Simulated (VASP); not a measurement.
Runs of VASP 6.6.1 on ZrB2. The structure is that of space group P6/mmm (No. 191), or close to it. The cells are those of the table. 

```tsv
level	potentials or basis	U	cell	cutoff (eV)	gap on the mesh (eV)	pressure (GPa)
r2SCAN	VASP PAW PBE potentials, release 64 (Zr_sv, B)	-	a = 3.127, b = 3.127, c = 3.485 Å, angles 90.0, 90.0, 120.0°, 3 atoms	520	none	11.8
revPBE+D3(BJ)	VASP PAW PBE potentials, release 64 (Zr_sv, B)	-	a = 3.232, b = 3.232, c = 3.602 Å, angles 90.0, 90.0, 120.0°, 3 atoms	520	none	(a)
PBEsol	VASP PAW PBE potentials, release 64 (Zr_sv, B)	-	a = 3.171, b = 3.225, c = 3.533 Å, angles 90.0, 90.0, 121.7°, 3 atoms	500	none	-3.4
r2SCAN+U	VASP PAW PBE potentials, release 64 (Zr_sv, B_h)	Zr d U = 4.0 eV	a = 3.172, b = 3.172, c = 3.599 Å, angles 90.0, 90.0, 120.0°, 3 atoms	910	none	5.2
LDA	VASP PAW LDA potentials, release 64 (Zr_sv, B)	-	a = 3.232, b = 3.232, c = 3.602 Å, angles 90.0, 90.0, 120.0°, 3 atoms	520	none	(b)
```

Alike in all rows: task single point; no spin polarisation; k mesh 10 × 10 × 8; smearing fermi-dirac 0.05 eV.

Question: Fill in the values left out.

Answer: (a) -19.7; (b) -20.1.

Caveats: the PAW data sets were made with another functional, which shifts forces and pressure a little (at least some runs); the cell stands under tension (at least some runs); the cell stands under pressure (at least some runs); U without spin polarisation on a metal has little footing (at least some runs); the U is typed as a test and isn't derived for this compound (at least some runs).

A k mesh can miss the band edges, and the runs leave out spin-orbit coupling on Zr.

A gap of «none» marks levels without a gap at the run's occupations.
